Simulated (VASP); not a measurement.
# BP (a) (F-43m) in VASP: single point with PBE

Aim: the single point of BP (a) with PBE.

All numbers are computed with VASP 6.6.1; they aren't measurements. Logs are shortened: lines on timing, memory, paths and dates and some standing lists are left out, and cuts for length are marked.

### Step 1. The cell of the first run

It takes space group F-43m (No. 216, cubic). The conventional cell has a = 4.548 Å, b = 4.548 Å, c = 4.548 Å, α = 90.00°, β = 90.00°, γ = 90.00°. B (site symmetry -43m) has 4 P at 1.97 Å within 2.6 Å. P (site symmetry -43m) has 4 B at 1.97 Å within 2.6 Å.

### Step 2. Single point, PBE

INCAR reads:

```
SYSTEM = BP
ALGO     = Normal         ! electronic algorithm
EDIFF    = 1E-6           ! SCF threshold, eV
ENCUT    = 500            ! plane-wave cutoff, eV
GGA      = PE             ! functional
GGA_COMPAT= .FALSE.      
ISIF     = 2              ! what is computed and relaxed
ISMEAR   = 0              ! smearing method
LASPH    = .TRUE.         ! aspherical terms in the spheres
LCHARG   = .FALSE.        ! write CHGCAR
LREAL    = .FALSE.        ! projectors in reciprocal space
LWAVE    = .FALSE.        ! write WAVECAR
NBANDS   = 11             ! bands
NELM     = 120            ! most SCF steps
PREC     = Accurate       ! precision mode
SIGMA    = 0.02           ! smearing width, eV
```

KPOINTS reads:

```
k-points
0
G
  10 10 10
  0 0 0
```

POSCAR reads:

```
BP
1.0
    0.0000000000      2.2742133492      2.2742133492
    2.2742133492      0.0000000000      2.2742133492
    2.2742133492      2.2742133492      0.0000000000
B P
1 1
Direct
    0.0000000000      0.0000000000      0.0000000000
    0.2500000000      0.2500000000      0.2500000000
```

Potentials or basis: VASP PAW PBE potentials, release 64 (B, P).

Started as:

```console
> cat potpaw_PBE.64/B/POTCAR potpaw_PBE.64/P/POTCAR > POTCAR
> mpirun -np 1 vasp_std > vasp.out
```

OUTCAR:

```text
SYSTEM = BP
   EDIFF = 1E-6
   ENCUT = 500
   GGA = PE
   ISIF = 2
   ISMEAR = 0
   LASPH = .TRUE.
   LREAL = .FALSE.
   NELM = 120
   PREC = Accurate

 ion  position               nearest neighbor table
   1  0.000  0.000  0.000-   2 1.97   2 1.97   2 1.97   2 1.97
   2  0.250  0.250  0.250-   1 1.97   1 1.97   1 1.97   1 1.97

  LATTYP: Found a face centered cubic cell.
 ALAT       =     4.5484266984

  Lattice vectors:

 A1 = (   0.0000000000,   2.2742133492,   2.2742133492)
 A2 = (   2.2742133492,   0.0000000000,   2.2742133492)
 A3 = (   2.2742133492,   2.2742133492,   0.0000000000)

Analysis of symmetry for initial positions (statically):
=====================================================================
 Subroutine PRICEL returns:
 Original cell was already a primitive cell.

 Routine SETGRP: Setting up the symmetry group for a
 face centered cubic supercell.

 Subroutine GETGRP returns: Found 24 space group operations
 (whereof 24 operations were pure point group operations)
 out of a pool of 48 trial point group operations.

The static configuration has the point symmetry T_d .

Analysis of symmetry for dynamics (positions and initial velocities):
=====================================================================
 Subroutine PRICEL returns:
 Original cell was already a primitive cell.

 Routine SETGRP: Setting up the symmetry group for a
 face centered cubic supercell.

 Subroutine GETGRP returns: Found 24 space group operations
 (whereof 24 operations were pure point group operations)
 out of a pool of 48 trial point group operations.

The dynamic configuration has the point symmetry T_d .

 Subroutine INISYM returns: Found 24 space group operations
 (whereof 24 operations are pure point group operations),
 and found     1 'primitive' translations

----------------------------------------------------------------------------------------

                                     Primitive cell

  volume of cell :      23.5247

  direct lattice vectors                    reciprocal lattice vectors
     0.000000000  2.274213349  2.274213349    -0.219856242  0.219856242  0.219856242
     2.274213349  0.000000000  2.274213349     0.219856242 -0.219856242  0.219856242
     2.274213349  2.274213349  0.000000000     0.219856242  0.219856242 -0.219856242

  length of vectors
     3.216223362  3.216223362  3.216223362     0.380802181  0.380802181  0.380802181

  position of ions in fractional coordinates (direct lattice)
     0.000000000  0.000000000  0.000000000
     0.250000000  0.250000000  0.250000000

  ion indices of the primitive-cell ions
   primitive index   ion index
                 1           1
                 2           2

----------------------------------------------------------------------------------------

 KPOINTS: k-points

Automatic generation of k-mesh.
 Grid dimensions read from file:
 generate k-points for:   10   10   10

 Generating k-lattice:

  Cartesian coordinates                     Fractional coordinates (reciprocal lattice)
    -0.021985624  0.021985624  0.021985624     0.100000000  0.000000000  0.000000000
     0.021985624 -0.021985624  0.021985624     0.000000000  0.100000000  0.000000000
     0.021985624  0.021985624 -0.021985624     0.000000000  0.000000000  0.100000000

  Length of vectors
     0.038080218  0.038080218  0.038080218

  Shift w.r.t. Gamma in fractional coordinates (k-lattice)
     0.000000000  0.000000000  0.000000000

 Subroutine IBZKPT returns following result:
 ===========================================

 Found     47 irreducible k-points:

 Following reciprocal coordinates:
            Coordinates               Weight
  0.000000  0.000000  0.000000      1.000000
  0.100000  0.000000  0.000000      8.000000
  0.200000  0.000000  0.000000      8.000000
  0.300000  0.000000  0.000000      8.000000
  0.400000  0.000000  0.000000      8.000000
  0.500000  0.000000  0.000000      4.000000
[... 16 lines left out ...]
  0.300000  0.300000  0.000000      6.000000
  0.400000  0.300000  0.000000     24.000000
 [... further k-points ...]
   k-points           NKPTS =     47   k-points in BZ     NKDIM =     47   number of bands    NBANDS=     11
   number of dos      NEDOS =    301   number of ions     NIONS =      2
   total plane-waves  NPLWV =  13824
   dimension x,y,z NGX =    24 NGY =   24 NGZ =   24
   dimension x,y,z NGXF=    48 NGYF=   48 NGZF=   48
   ions per type =               1   1
   NGX,Y,Z   is equivalent  to a cutoff of  12.41, 12.41, 12.41 a.u.
   NGXF,Y,Z  is equivalent  to a cutoff of  24.81, 24.81, 24.81 a.u.
 SYSTEM =  BP
   PREC   = accura    normal or accurate (medium, high low for compatibility)
   ISTART =      0    job   : 0-new  1-cont  2-samecut
   ICHARG =      2    charge: 1-file 2-atom 10-const
   ISPIN  =      1    spin polarized calculation?
   LNONCOLLINEAR =      F non collinear calculations
   LSORBIT =      F    spin-orbit coupling
   LASPH  =      T    aspherical Exc in radial PAW
   ENCUT  =  500.0 eV  36.75 Ry    6.06 a.u.   5.86  5.86  5.86*2*pi/ulx,y,z
   NELM   =    120;   NELMIN=  2; NELMDL= -5     # of ELM steps
   EDIFF  = 0.1E-05   stopping-criterion for ELM
   LREAL  =      F    real-space projection
   EDIFFG = 0.1E-04   stopping-criterion for IOM
   NSW    =      0    number of steps for IOM
   IBRION =     -1    ionic relax: 0-MD 1-quasi-New 2-CG
   NFREE  =      0    steps in history (QN), initial steepest desc. (CG)
   ISIF   =      2    stress and relaxation
   ISYM   =      2    0-nonsym 1-usesym 2-fastsym
   POTIM  = 0.5000    time-step for ionic-motion
   TEBEG  =    0.0;   TEEND  =   0.0 temperature during run
   PSTRESS=    0.0 pullay stress
   NELECT =       8.0000    total number of electrons
   NUPDOWN=      -1.0000    fix difference up-down
   EMIN   =  10.00;   EMAX   =-10.00  energy-range for DOS
   EFERMI =   0.00;   METHOD = LEGACY
   ISMEAR =     0;   SIGMA  =   0.02  broadening in eV -4-tet -1-fermi 0-gaus
   EFERMI_NEDOS =   21; number of points for ismear=-14 and -15
   IALGO  =     38    algorithm
   IMIX   =      4    mixing-type and parameters
     AMIX     =   0.40;   BMIX     =  1.00
     AMIX_MAG =   1.60;   BMIX_MAG =  1.00
  volume/ion in A,a.u.               =      11.76        79.38
  Fermi-wavevector in a.u.,A,eV,Ry     =   1.142695  2.159380 17.765830  1.305752
  Thomas-Fermi vector in A             =   2.279392
   LORBIT       =      0    0 simple, 1 ext, 2 COOP (PROOUT), +10 PAW based schemes
   GGA     = PE    functional components
   LHFCALC =     F    Hartree Fock is set to
   AEXX    =    0.0000 exact exchange contribution
   IVDW    =     0    specifies the selected vdW correction
   LEPSILON=     F    determine dielectric tensor
   LRPA    =     F    only Hartree local field effects (RPA)
 non-spin polarized calculation
 Gauss-broadening in eV      SIGMA  =   0.02
  energy-cutoff  :      500.00
  volume of cell :       23.52
 maximum number of plane-waves:       610
   NGX = 11   NGY = 11   NGZ = 11

 number of electron       8.0000000 magnetization

 Free energy of the ion-electron system (eV)
  ---------------------------------------------------
  ext. energy  EPLUGINS =         0.00000000
  ---------------------------------------------------
  free energy    TOTEN  =       -12.93057225 eV

  energy without entropy =      -12.93057225  energy(sigma->0) =      -12.93057225

 E-fermi :   7.4750     XC(G=0): -10.8776

 val. band max:        7.3516734525   @ k =   0.0000   0.0000   0.0000
 cond. band min:       8.6002916630   @ k =   0.4000   0.4000   0.0000
 fundamental gap:      1.2486182105
 Fermi energy:         7.4749669124

 k-point     1 :       0.0000    0.0000    0.0000
  band No.  band energies     occupation
      1      -8.0474      2.00000
      2       7.3517      2.00000
      3       7.3517      2.00000
      4       7.3517      2.00000
      5      10.7424      0.00000
      6      10.7424      0.00000
      7      10.7424      0.00000
      8      14.6214      0.00000
      9      18.8182      0.00000
     10      19.4608      0.00000
     11      19.4608      0.00000

 k-point     2 :       0.1000    0.0000    0.0000
  band No.  band energies     occupation
      1      -7.8683      2.00000
      2       6.0547      2.00000
      3       7.0588      2.00000
      4       7.0588      2.00000
      5      11.1481      0.00000
      6      11.1481      0.00000
      7      11.1722      0.00000
      8      15.1496      0.00000
      9      18.7813      0.00000
     10      18.7813      0.00000
     11      19.3833      0.00000

 k-point     3 :       0.2000    0.0000    0.0000
  band No.  band energies     occupation
      1      -7.3378      2.00000
      2       3.7232      2.00000
      3       6.5026      2.00000
      4       6.5026      2.00000
      5      11.3575      0.00000
      6      11.8652      0.00000
      7      11.8652      0.00000
      8      16.3426      0.00000
      9      18.1831      0.00000
     10      18.1831      0.00000
     11      20.2409      0.00000

 k-point     4 :       0.3000    0.0000    0.0000
  band No.  band energies     occupation
      1      -6.4862      2.00000
      2       1.3757      2.00000
      3       6.0157      2.00000
      4       6.0157      2.00000
      5      11.2565      0.00000
      6      12.1978      0.00000
      7      12.1978      0.00000
      8      17.2817      0.00000
      9      18.7523      0.00000
     10      18.7523      0.00000
     11      20.4933      0.00000
[... 239 lines left out ...]
 k-point    22 :      -0.2000    0.2000    0.0000
  band No.  band energies     occupation
      1      -6.1964      2.00000
      2       2.1192      2.00000
      3       3.2067      2.00000
      4       6.1139      2.00000
      5      11.8093      0.00000
      6      12.6501      0.00000
      7      13.7091      0.00000
      8      15.6429      0.00000
      9      16.8487      0.00000
     10      20.9179      0.00000
     11      23.0663      0.00000

 k-point    23 :       0.3000    0.3000    0.0000
  band No.  band energies     occupation
      1      -5.9453      2.00000
      2       2.5261      2.00000
      3       4.1512      2.00000
      4       4.1512      2.00000
      5       8.8813      0.00000
      6      11.2649      0.00000
      7      16.1739      0.00000
      8      16.1739      0.00000
      9      20.3215      0.00000
     10      21.7056      0.00000
     11      23.8048      0.00000

 k-point    24 :       0.4000    0.3000    0.0000
  band No.  band energies     occupation
      1      -5.1260      2.00000
      2       1.2065      2.00000
      3       3.3290      2.00000
      4       3.8580      2.00000
      5       9.1686      0.00000
      6      10.9768      0.00000
      7      16.7806      0.00000
      8      16.7959      0.00000
      9      21.2722      0.00000
     10      22.5747      0.00000
     11      24.3121      0.00000

 [... further k-points ...]
[... 5 lines left out ...]
  --------------------------------------------------------------------------------------
  -------------------------------------------------------------------------------------
  Total       -0.0331736     -0.0331736     -0.0331736     -0.0000000      0.0000000     -0.0000000
  in kB       -2.2593287     -2.2593287     -2.2593287     -0.0000000      0.0000000     -0.0000000
  external PRESSURE =      -2.2593287 kB  Pullay stress =       0.0000000 kB

 VOLUME and BASIS-vectors are now :
 -----------------------------------------------------------------------------
  energy-cutoff  :      500.00
  volume of cell :       23.52
      direct lattice vectors                 reciprocal lattice vectors
     0.000000000  2.274213349  2.274213349    -0.219856242  0.219856242  0.219856242
     2.274213349  0.000000000  2.274213349     0.219856242 -0.219856242  0.219856242
     2.274213349  2.274213349  0.000000000     0.219856242  0.219856242 -0.219856242

 POSITION                                       TOTAL-FORCE (eV/Angst)
 -----------------------------------------------------------------------------------
      0.00000      0.00000      0.00000        -0.000000     -0.000000      0.000000
      1.13711      1.13711      1.13711         0.000000      0.000000     -0.000000
 -----------------------------------------------------------------------------------
    total drift:                                0.000000      0.000000      0.000000

  FREE ENERGIE OF THE ION-ELECTRON SYSTEM (eV)
  ---------------------------------------------------
  free  energy   TOTEN  =       -12.9305722512 eV

  energy  without entropy=      -12.9305722512  energy(sigma->0) =      -12.93057225
```

Run time: 8.2 s. Hardware: 1 thread of Intel Xeon 6975P-C, shared host; peak memory 0.13 GiB.

Results:

* Free energy: -12.9306 eV
* Pressure: -0.2 GPa
* Band gap on the k mesh: 1.25 eV, indirect (least direct gap 3.39 eV)

A k mesh can miss the band edges. PBE gaps usually lie below the measured ones, often by a third to a half.
